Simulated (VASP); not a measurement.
Write the native input for VASP 6.6.1 that does the following.

| Property | Result |
| --- | --- |
| Task | single point |
| Functional | PBE |
| Potentials or basis | VASP PAW PBE potentials, release 64 (F_h, H_h) |
| Cutoff | 1010 eV |
| k mesh | 1 × 1 × 1 |
| Occupations | fermi-dirac, width 0.02 eV |
| Spin | no spin polarisation |
| Dipole correction | no |
| Further INCAR settings | ALGO = Normal; EDIFF = 1e-06; NBANDS = 36 |

The structure of HF lies in POSCAR:

```
HF
1.0
    5.6836090000      0.0000000000      0.0000000000
    0.0000000000      5.6836090000      0.0000000000
    0.0000000000      0.0000000000      5.6836090000
F H
6 6
Direct
    0.4203667071     -0.0896085568      0.3677944771
   -0.1767011066      0.0265324374      0.9116918493
    0.8919156824      0.2287630975      0.5229247825
    0.3404175058      0.2578819197      0.0804594405
    0.7791000401      0.6514346782      0.4104258403
    0.5279040131      0.6504493888      0.8758871344
    0.4027722526      0.0222042016      0.2419765329
   -0.1177420896      0.1091911847      0.8010051360
    0.9163719742      0.3929369526      0.5364197291
    0.4745928159      0.3176502817      0.0060876813
    0.6738148243      0.7778860228      0.4340200038
    0.5596795979      0.7869119779      0.7854340438
```

One way to write it, as run:

INCAR

```
SYSTEM = HF
PREC = Accurate
ENCUT = 1010
EDIFF = 1E-6
ISMEAR = -1
SIGMA = 0.02
LREAL = .False.
LASPH = .True.
NELM = 120
ALGO = Normal
ISIF = 2
LWAVE = .False.
LCHARG = .True.
GGA = PE
LELF = .True.
LVHAR = .True.
NBANDS = 36
GGA_COMPAT = .False.
```

KPOINTS

```
regular mesh
0
Gamma
  1 1 1
  0 0 0
```

Potentials or basis: VASP PAW PBE potentials, release 64 (F_h, H_h).

Command:

```sh
$ cat potpaw_PBE.64/F_h/POTCAR potpaw_PBE.64/H_h/POTCAR > POTCAR
$ mpirun -np 1 vasp_gam > vasp.out
```

It gave:

| Quantity | Value |
| --- | --- |
| Pressure | 1.9 GPa |
| Largest force | 6.685 eV/Å |

Caveat: the k points lie up to 1.11 Å⁻¹ apart, too coarse for converged energies, forces and pressures.

Run time: 21 s on 1 thread of AMD EPYC 9R45 96-Core Processor (Zen 5) (shared host), peak memory 0.45 GiB.
